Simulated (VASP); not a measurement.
# F (Fm-3m) in VASP: notebook

Runs on F. Level: PBE. Tasks: single point.

Program: VASP 6.6.1. These are calculated values, not measurements. Logs are shortened: lines on timing, memory, paths and dates and some standing lists are left out, and cuts for length are marked.

## Step 1: The cell of the first run

It takes space group Fm-3m (No. 225, cubic). The conventional cell has a = 2.561 Å, b = 2.561 Å, c = 2.561 Å, α = 90.00°, β = 90.00°, γ = 90.00°. F (site symmetry m-3m) has 12 F at 1.81 Å within 2.4 Å.

## Step 2: Single point, PBE (4.20 Å³/atom)

The input, INCAR:

```
PREC = Accurate ; ENCUT = 520
EDIFF = 1E-6 ; ISMEAR = -1
SIGMA = 0.08 ; LREAL = F
LASPH = T ; NELM = 60
ALGO = Normal ; ISIF = 2
LWAVE = F ; LCHARG = F
GGA = PE ; NBANDS = 10
```

The input, KPOINTS:

```
Automatic mesh
0
Gamma
  24 24 24
```

The input, POSCAR:

```
F
1.0
    0.0000000000      1.2803323437      1.2803323437
    1.2803323437      0.0000000000      1.2803323437
    1.2803323437      1.2803323437      0.0000000000
F
1
Direct
    0.0000000000      0.0000000000      0.0000000000
```

Potentials or basis: VASP PAW PBE potentials, release 64 (F).

On the command line:

```console
$ cat potpaw_PBE.64/F/POTCAR > POTCAR
$ mpirun -np 1 vasp_std > vasp.out
```

OUTCAR:

```text
PREC = Accurate
   ENCUT = 520
   EDIFF = 1E-6
   ISMEAR = -1
   LREAL = F
   LASPH = T
   NELM = 60
   ISIF = 2
   GGA = PE

 ion  position               nearest neighbor table
   1  0.000  0.000  0.000-

  LATTYP: Found a face centered cubic cell.
 ALAT       =     2.5606646874

  Lattice vectors:

 A1 = (   0.0000000000,   1.2803323437,   1.2803323437)
 A2 = (   1.2803323437,   0.0000000000,   1.2803323437)
 A3 = (   1.2803323437,   1.2803323437,   0.0000000000)

Analysis of symmetry for initial positions (statically):
=====================================================================
 Subroutine PRICEL returns:
 Original cell was already a primitive cell.

 Routine SETGRP: Setting up the symmetry group for a
 face centered cubic supercell.

 Subroutine GETGRP returns: Found 48 space group operations
 (whereof 48 operations were pure point group operations)
 out of a pool of 48 trial point group operations.

The static configuration has the point symmetry O_h .

Analysis of symmetry for dynamics (positions and initial velocities):
=====================================================================
 Subroutine PRICEL returns:
 Original cell was already a primitive cell.

 Routine SETGRP: Setting up the symmetry group for a
 face centered cubic supercell.

 Subroutine GETGRP returns: Found 48 space group operations
 (whereof 48 operations were pure point group operations)
 out of a pool of 48 trial point group operations.

The dynamic configuration has the point symmetry O_h .

 Subroutine INISYM returns: Found 48 space group operations
 (whereof 48 operations are pure point group operations),
 and found     1 'primitive' translations

----------------------------------------------------------------------------------------

                                     Primitive cell

  volume of cell :       4.1976

  direct lattice vectors                    reciprocal lattice vectors
     0.000000000  1.280332344  1.280332344    -0.390523603  0.390523603  0.390523603
     1.280332344  0.000000000  1.280332344     0.390523603 -0.390523603  0.390523603
     1.280332344  1.280332344  0.000000000     0.390523603  0.390523603 -0.390523603

  length of vectors
     1.810663365  1.810663365  1.810663365     0.676406722  0.676406722  0.676406722

  position of ions in fractional coordinates (direct lattice)
     0.000000000  0.000000000  0.000000000

  ion indices of the primitive-cell ions
   primitive index   ion index
                 1           1

----------------------------------------------------------------------------------------

 KPOINTS: Automatic mesh

Automatic generation of k-mesh.
 Grid dimensions read from file:
 generate k-points for:   24   24   24

 Generating k-lattice:

  Cartesian coordinates                     Fractional coordinates (reciprocal lattice)
    -0.016271817  0.016271817  0.016271817     0.041666667  0.000000000  0.000000000
     0.016271817 -0.016271817  0.016271817     0.000000000  0.041666667  0.000000000
     0.016271817  0.016271817 -0.016271817     0.000000000  0.000000000  0.041666667

  Length of vectors
     0.028183613  0.028183613  0.028183613

  Shift w.r.t. Gamma in fractional coordinates (k-lattice)
     0.000000000  0.000000000  0.000000000

 Subroutine IBZKPT returns following result:
 ===========================================

 Found    413 irreducible k-points:

 Following reciprocal coordinates:
            Coordinates               Weight
  0.000000  0.000000  0.000000      1.000000
  0.041667  0.000000  0.000000      8.000000
  0.083333  0.000000  0.000000      8.000000
  0.125000  0.000000  0.000000      8.000000
  0.166667  0.000000  0.000000      8.000000
  0.208333  0.000000  0.000000      8.000000
[... 16 lines left out ...]
  0.416667  0.041667  0.000000     24.000000
  0.458333  0.041667  0.000000     24.000000
 [... further k-points ...]
   k-points           NKPTS =    413   k-points in BZ     NKDIM =    413   number of bands    NBANDS=     10
   number of dos      NEDOS =    301   number of ions     NIONS =      1
   total plane-waves  NPLWV =   2744
   dimension x,y,z NGX =    14 NGY =   14 NGZ =   14
   dimension x,y,z NGXF=    28 NGYF=   28 NGZF=   28
   ions per type =               1
   NGX,Y,Z   is equivalent  to a cutoff of  12.85, 12.85, 12.85 a.u.
   NGXF,Y,Z  is equivalent  to a cutoff of  25.71, 25.71, 25.71 a.u.
 SYSTEM =  unknown system
   PREC   = accura    normal or accurate (medium, high low for compatibility)
   ISTART =      0    job   : 0-new  1-cont  2-samecut
   ICHARG =      2    charge: 1-file 2-atom 10-const
   ISPIN  =      1    spin polarized calculation?
   LNONCOLLINEAR =      F non collinear calculations
   LSORBIT =      F    spin-orbit coupling
   LASPH  =      T    aspherical Exc in radial PAW
   ENCUT  =  520.0 eV  38.22 Ry    6.18 a.u.   3.37  3.37  3.37*2*pi/ulx,y,z
   NELM   =     60;   NELMIN=  2; NELMDL= -5     # of ELM steps
   EDIFF  = 0.1E-05   stopping-criterion for ELM
   LREAL  =      F    real-space projection
   EDIFFG = 0.1E-04   stopping-criterion for IOM
   NSW    =      0    number of steps for IOM
   IBRION =     -1    ionic relax: 0-MD 1-quasi-New 2-CG
   NFREE  =      0    steps in history (QN), initial steepest desc. (CG)
   ISIF   =      2    stress and relaxation
   ISYM   =      2    0-nonsym 1-usesym 2-fastsym
   POTIM  = 0.5000    time-step for ionic-motion
   TEBEG  =    0.0;   TEEND  =   0.0 temperature during run
   PSTRESS=    0.0 pullay stress
   NELECT =       7.0000    total number of electrons
   NUPDOWN=      -1.0000    fix difference up-down
   EMIN   =  10.00;   EMAX   =-10.00  energy-range for DOS
   EFERMI =   0.00;   METHOD = LEGACY
   ISMEAR =    -1;   SIGMA  =   0.08  broadening in eV -4-tet -1-fermi 0-gaus
   EFERMI_NEDOS =   21; number of points for ismear=-14 and -15
   IALGO  =     38    algorithm
   IMIX   =      4    mixing-type and parameters
     AMIX     =   0.40;   BMIX     =  1.00
     AMIX_MAG =   1.60;   BMIX_MAG =  1.00
  volume/ion in A,a.u.               =       4.20        28.33
  Fermi-wavevector in a.u.,A,eV,Ry     =   1.941369  3.668656 51.279192  3.768914
  Thomas-Fermi vector in A             =   2.971036
   LORBIT       =      0    0 simple, 1 ext, 2 COOP (PROOUT), +10 PAW based schemes
   GGA     = PE    functional components
   LHFCALC =     F    Hartree Fock is set to
   AEXX    =    0.0000 exact exchange contribution
   IVDW    =     0    specifies the selected vdW correction
   LEPSILON=     F    determine dielectric tensor
   LRPA    =     F    only Hartree local field effects (RPA)
 non-spin polarized calculation
  energy-cutoff  :      520.00
  volume of cell :        4.20
 maximum number of plane-waves:       125
 NGX is ok and might be reduce to    14
   NGX =  7   NGY =  7   NGZ =  7

 number of electron       6.9999995 magnetization

 Free energy of the ion-electron system (eV)
  ---------------------------------------------------
  ext. energy  EPLUGINS =         0.00000000
  ---------------------------------------------------
  free energy    TOTEN  =         2.62289334 eV

  energy without entropy =        2.63865857  energy(sigma->0) =        2.63077596

 E-fermi :   9.5035     XC(G=0): -15.9128

 val. band max:        9.4990693682   @ k =  -0.2500   0.0833   0.0000
 cond. band min:       9.5187417363   @ k =  -0.0833   0.0833   0.0000
 fundamental gap:      0.0196723681
 Fermi energy:         9.5034690428

 k-point     1 :       0.0000    0.0000    0.0000
  band No.  band energies     occupation
      1     -23.1052      2.00000
      2      11.5068      0.00000
      3      11.5068      0.00000
      4      11.5068      0.00000
      5      38.5137      0.00000
      6      57.0269      0.00000
      7      57.0269      0.00000
      8      57.0269      0.00000
      9      63.7720      0.00000
     10      75.7373      0.00000

 k-point     2 :       0.0417    0.0000    0.0000
  band No.  band energies     occupation
      1     -23.0173      2.00000
      2      11.2787      0.00000
      3      11.4792      0.00000
      4      11.4792      0.00000
      5      38.6203      0.00000
      6      55.7855      0.00000
      7      57.1333      0.00000
      8      57.1333      0.00000
      9      65.2030      0.00000
     10      73.4476      0.00000

 k-point     3 :       0.0833    0.0000    0.0000
  band No.  band energies     occupation
      1     -22.7545      2.00000
      2      10.6108      0.00000
      3      11.3990      0.00000
      4      11.3990      0.00000
      5      38.9228      0.00000
      6      53.4924      0.00000
      7      57.4138      0.00000
      8      57.4138      0.00000
      9      67.7792      0.00000
     10      71.0391      0.00000

 k-point     4 :       0.1250    0.0000    0.0000
  band No.  band energies     occupation
      1     -22.3205      2.00000
      2       9.5458      0.74130
      3      11.2733      0.00000
      4      11.2733      0.00000
      5      39.3721      0.00000
      6      51.2119      0.00000
      7      57.7390      0.00000
      8      57.7390      0.00000
      9      68.9362      0.00000
     10      69.1800      0.00000
[... 222 lines left out ...]
 k-point    22 :       0.3750    0.0417    0.0000
  band No.  band energies     occupation
      1     -17.0743      2.00000
      2      -0.3279      2.00000
      3      10.0822      0.00144
      4      10.2568      0.00016
      5      40.6552      0.00000
      6      45.1689      0.00000
      7      53.6558      0.00000
      8      54.8306      0.00000
      9      64.2500      0.00000
     10      73.1794      0.00000

 k-point    23 :       0.4167    0.0417    0.0000
  band No.  band energies     occupation
      1     -15.9604      2.00000
      2      -1.9931      2.00000
      3      10.0037      0.00384
      4      10.0908      0.00129
      5      40.4187      0.00000
      6      45.1060      0.00000
      7      53.1559      0.00000
      8      54.1716      0.00000
      9      63.8493      0.00000
     10      76.1175      0.00000

 k-point    24 :       0.4583    0.0417    0.0000
  band No.  band energies     occupation
      1     -15.0323      2.00000
      2      -3.2918      2.00000
      3       9.9581      0.00679
      4       9.9712      0.00576
      5      40.2378      0.00000
      6      45.0761      0.00000
      7      52.8623      0.00000
      8      53.7049      0.00000
      9      63.6360      0.00000
     10      79.1667      0.00000

 [... further k-points ...]

------------------------ aborting loop because EDIFF is reached ----------------------------------------

  FORCE on cell =-STRESS in cart. coord.  units (eV):
  Direction    XX          YY          ZZ          XY          YZ          ZX
  --------------------------------------------------------------------------------------
  -------------------------------------------------------------------------------------
  Total       11.2618405     11.2618405     11.2618405      0.0000000     -0.0000000      0.0000000
  in kB     4298.5482931   4298.5482931   4298.5482931      0.0000000     -0.0000000      0.0000000
  external PRESSURE =    4298.5482931 kB  Pullay stress =       0.0000000 kB

 VOLUME and BASIS-vectors are now :
 -----------------------------------------------------------------------------
  energy-cutoff  :      520.00
  volume of cell :        4.20
      direct lattice vectors                 reciprocal lattice vectors
     0.000000000  1.280332344  1.280332344    -0.390523603  0.390523603  0.390523603
     1.280332344  0.000000000  1.280332344     0.390523603 -0.390523603  0.390523603
     1.280332344  1.280332344  0.000000000     0.390523603  0.390523603 -0.390523603

 POSITION                                       TOTAL-FORCE (eV/Angst)
 -----------------------------------------------------------------------------------
      0.00000      0.00000      0.00000         0.000000     -0.000000     -0.000000
 -----------------------------------------------------------------------------------
    total drift:                               -0.000000     -0.000000      0.000000

  FREE ENERGIE OF THE ION-ELECTRON SYSTEM (eV)
  ---------------------------------------------------
  free  energy   TOTEN  =         2.6228933420 eV

  energy  without entropy=        2.6386585719  energy(sigma->0) =        2.63077596
```

Wall time 18 s (1 thread of AMD EPYC 7R13, shared host); peak memory 0.09 GiB.

Results:

| Item | Value |
| --- | --- |
| Free energy | 2.6229 eV |
| Pressure | 429.9 GPa |
| Band gap on the k mesh | zero (an odd number of electrons rules out a gap without spin polarisation) |

Caveat: the cell stands under pressure; an odd number of electrons without spin polarisation forces a metal; a magnetic or distorted state may lie lower.

## Step 3: Single point, PBE

The input, INCAR:

```
SYSTEM = F
ALGO     = Normal         ! electronic algorithm
EDIFF    = 1E-6           ! SCF threshold, eV
ENCUT    = 520            ! plane-wave cutoff, eV
GGA      = PE             ! functional
ISIF     = 2              ! what is computed and relaxed
ISMEAR   = -1             ! smearing method
LASPH    = .TRUE.         ! aspherical terms in the spheres
LCHARG   = .FALSE.        ! write CHGCAR
LREAL    = .FALSE.        ! projectors in reciprocal space
LWAVE    = .FALSE.        ! write WAVECAR
NBANDS   = 10             ! bands
NELM     = 80             ! most SCF steps
PREC     = Accurate       ! precision mode
SIGMA    = 0.08           ! smearing width, eV
```

The input, KPOINTS:

```
k-points
0
G
  24 24 24
  0 0 0
```

The input, POSCAR:

```
F
1.0
    0.0000000000      1.2801196206      1.2801196206
    1.2801196206      0.0000000000      1.2801196206
    1.2801196206      1.2801196206      0.0000000000
F
1
Direct
    0.0000000000      0.0000000000      0.0000000000
```

Potentials or basis: VASP PAW PBE potentials, release 64 (F).

On the command line:

```console
$ cat potpaw_PBE.64/F/POTCAR > POTCAR
$ mpirun -np 1 vasp_std > vasp.out
```

It took 29 s on 1 thread of AMD EPYC 7R13, shared host; peak memory 0.09 GiB.

Results (log left out):

```
Free energy            : 2.6285 eV
Pressure               : 430.6 GPa
Band gap on the k mesh : zero (an odd number of electrons rules out a gap without spin polarisation)
```

Levels at points of the mesh, in eV from the Fermi level:
| k point | band 1 | band 2 | band 3 | band 4 | band 5 | band 6 | band 7 | band 8 |
| --- | --- | --- | --- | --- | --- | --- | --- | --- |
| (0.00, 0.00, 0.00) | -32.62 | 2.00 | 2.00 | 2.00 | 29.02 | 47.53 | 47.53 | 47.53 |
| (0.50, 0.00, 0.00) | -24.05 | -13.61 | 0.55 | 0.55 | 30.48 | 35.96 | 43.75 | 43.75 |
| (0.50, 0.50, 0.00) | -21.03 | -11.67 | -2.82 | -2.82 | 21.33 | 27.84 | 43.55 | 57.86 |

Caveat: the cell stands under pressure; an odd number of electrons without spin polarisation forces a metal; a magnetic or distorted state may lie lower.
